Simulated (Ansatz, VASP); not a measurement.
# ZrC: VASP beside Ansatz

```xyz
2
Lattice="2.8683 0.0000 0.0000 0.0000 2.8683 0.0000 0.0000 0.0000 2.8683" Properties=species:S:1:pos:R:3 pbc="T T T"
Zr    0.0000    0.0000    0.0000
C     1.4341    1.4341    1.4341
```

Alike in both runs: task single point; functional PBE; k mesh 8 × 8 × 8; occupations gaussian, width 0.05 eV; no spin polarisation.

|  | VASP | Ansatz |
| --- | --- | --- |
| version | VASP 6.6.1 | Ansatz 0.2.0 |
| potentials or method | VASP PAW PBE potentials, release 64 (Zr_sv, C), cutoff 600 eV | scalar-relativistic, plane waves, PAW |
| valence electrons in the cell | 16 | 16 |

```tsv
	VASP	Ansatz	Ansatz less VASP
pressure (GPa)	11.6	11.4	-0.19
```
